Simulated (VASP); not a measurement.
Runs of VASP 6.6.1 on AgI. The structure is that of space group F-43m (No. 216), or close to it. The cells are those of the table. 

```tsv
task	cell	gap on the mesh (eV)	pressure (GPa)
single point	a = 4.349 Å, angles 60.0, 60.0, 90.0°, 2 atoms	1.81	9.8
single point	a = 4.266 Å, angles 60.0, 60.0, 90.0°, 2 atoms	(a)	14.7
single point	a = 4.492 Å, angles 60.0, 60.0, 90.0°, 2 atoms	1.79	3.8
single point	a = 4.561 Å, angles 60.0, 60.0, 90.0°, 2 atoms	1.79	(b)
single point	a = 4.786 Å, angles 60.0, 60.0, 90.0°, 2 atoms	1.80	-2.1
relaxation of cell and atoms	relaxed to 2 GPa from a = 4.651 Å, angles 60.0, 60.0, 90.0°, 2 atoms	1.79	2.0
relaxation of cell and atoms	relaxed to -2 GPa from a = 4.651 Å, angles 60.0, 60.0, 90.0°, 2 atoms	1.80	-2.0
relaxation of cell and atoms	relaxed to 4 GPa from a = 4.651 Å, angles 60.0, 60.0, 90.0°, 2 atoms	1.80	4.0
single point	a = 4.412 Å, angles 60.0, 60.0, 90.0°, 2 atoms	1.80	6.8
```

Alike in all rows: level r2SCAN; potentials or basis VASP PAW PBE potentials, release 64 (Ag, I); no spin polarisation; k mesh 6 × 6 × 6; cutoff (eV) 550; smearing gaussian 0.01 eV.

Q: Estimate the missing entries.

A: (a) 1.83; (b) 1.9.

Caveats: the PAW data sets were made with another functional, which shifts forces and pressure a little; spin-orbit coupling is left out, which moves the levels of the heavy elements; the cell is relaxed towards a set pressure, so the enthalpy falls and the energy may rise (some runs).

A k mesh can miss the band edges, and the runs leave out spin-orbit coupling on Ag, I.
